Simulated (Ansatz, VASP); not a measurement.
# Mg3CdS4: VASP beside Ansatz

```
CELL_PARAMETERS angstrom
3.75228 0.00000 0.00000
0.00000 3.75228 0.00000
0.00000 0.00000 10.63238
ATOMIC_POSITIONS crystal
Mg 0.00000 0.00000 0.74561
Mg 0.00000 0.00000 0.25439
Mg 0.50000 0.50000 0.50000
Cd 0.50000 0.50000 0.00000
S 0.00000 0.00000 0.00000
S 0.50000 0.50000 0.25684
S 0.00000 0.00000 0.50000
S 0.50000 0.50000 0.74316
```

Alike in both runs: functional PBE; k mesh 8 × 8 × 4; occupations gaussian, width 0.02 eV; no spin polarisation.

Ansatz relaxed the structure, and its values are those at the end. VASP's run is a single point on that final structure, the one shown.

```csv
,VASP,Ansatz
version,VASP 6.6.1,Ansatz 0.2.0
potentials or method,"VASP PAW PBE potentials, release 64 (Mg, Cd, S), cutoff 520 eV","scalar-relativistic, plane waves, PAW"
valence electrons in the cell,42,74
```

Ansatz gave:

```
gap on the k mesh at the Fermi level (eV) : 1.05
least direct gap on the mesh (eV)         : 1.86
pressure (GPa)                            : 0.0
rms of the force components (eV/Å)        : 0.000
```

Question: Estimate VASP's values.

Answer: gap on the k mesh at the Fermi level (eV): 1.04; least direct gap on the mesh (eV): 1.85; pressure (GPa): -0.1; rms of the force components (eV/Å): 0.008.

VASP's potentials hold 42 valence electrons a cell and Ansatz's 74, so a difference there can come from the potentials and not from the codes.
